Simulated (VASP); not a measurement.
A run of VASP 6.6.1 is set up as follows.

The input POSCAR:

```
LaAgS2
1.0
    2.1087353757      1.2174789368      6.0128604655
   -2.1087353757      1.2174789368      6.0128604655
    0.0000000000     -2.4349578736      6.0128604655
Ag La S
1 1 2
Direct
    1.0000000000      0.0000000000      0.0000000000
    0.5000000000      0.5000000000      0.5000000000
    0.2519163624      0.2519163624      0.2519163624
    0.7480836376      0.7480836376      0.7480836376
```

File INCAR.step1:

```
SYSTEM = LaAgS2
ALGO = Normal ; EDIFF = 1E-4
ENCUT = 520 ; GGA = PE
ISMEAR = 0 ; LASPH = .TRUE.
LCHARG = .FALSE. ; LREAL = .FALSE.
LWAVE = .TRUE. ; NBANDS = 25
NELM = 80 ; PREC = Accurate
SIGMA = 0.01
```

Contents of INCAR.step2:

```
SYSTEM = LaAgS2
ALGO = Normal ; EDIFF = 1E-7
ENCUT = 520 ; ISIF = 2
ISMEAR = 0 ; ISTART = 1
LASPH = .TRUE. ; LCHARG = .FALSE.
LMIXTAU = .TRUE. ; LREAL = .FALSE.
LWAVE = .FALSE. ; METAGGA = R2SCAN
NBANDS = 25 ; NELM = 80
PREC = Accurate ; SIGMA = 0.01
```

Contents of KPOINTS:

```
k-points
0
G
  8 8 8
  0 0 0
```

Potentials or basis: VASP PAW PBE potentials, release 64 (Ag, La, S).

The run is started by

```bash
$ cat potpaw_PBE.64/Ag/POTCAR potpaw_PBE.64/La/POTCAR potpaw_PBE.64/S/POTCAR > POTCAR
$ cp INCAR.step1 INCAR
$ mpirun -np 1 vasp_std > vasp.out
$ cp INCAR.step2 INCAR
$ mpirun -np 1 vasp_std > vasp.out
```

Q: What does it give for the band gap on the k mesh?

A: 2.53 eV (least direct gap 2.61 eV).

Q: Estimate the pressure.

A: 0.6 GPa.

Q: Predict the largest force.

A: 0.009 eV/Å.

Stress tensor (GPa, compression positive):
```
 0.94  0.00  0.00
 0.00  0.94  0.00
 0.00  0.00 -0.16
```

Caveat: the cell differs from its parent crystal (epitaxial xy strain -1.0%); the PAW data sets were made with another functional, which shifts forces and pressure a little; spin-orbit coupling is left out, which moves the levels of the heavy elements. A k mesh can miss the band edges.
